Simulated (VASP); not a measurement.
Input of a VASP 6.6.1 run:

File INCAR:

```
  ALGO = Normal
  EDIFF = 1E-7
  ENCUT = 520
  GGA = PS
  ISIF = 2
  ISMEAR = 0
  LASPH = T
  LCHARG = F
  LREAL = F
  LWAVE = F
  NBANDS = 15
  NELM = 80
  PREC = Accurate
  SIGMA = 0.1
```

KPOINTS

```
k-points
0
Gamma
  16 16 16
```

Contents of POSCAR:

```
TaN
1.0
    0.0000000000      2.2421256300      2.2421256300
    2.2421256300      0.0000000000      2.2421256300
    2.2421256300      2.2421256300      0.0000000000
Ta N
1 1
Direct
    0.5000000000      0.5000000000      0.5000000000
    0.0000000000      0.0000000000      0.0000000000
```

Potentials or basis: VASP PAW PBE potentials, release 64 (Ta_pv, N).

Command:

```bash
$ cat potpaw_PBE.64/Ta_pv/POTCAR potpaw_PBE.64/N/POTCAR > POTCAR
$ mpirun -np 1 vasp_std > vasp.out
```

Question: What does it give for the band gap on the k mesh?

Answer: Zero (bands 8 and 9 overlap by 3.70 eV).

Question: What does it give for the pressure?

Answer: -21.6 GPa.

Caveat: the cell differs from its parent crystal (strained); the cell stands under tension; the PAW data sets were made with another functional, which shifts forces and pressure a little; spin-orbit coupling is left out, which moves the levels of the heavy elements.
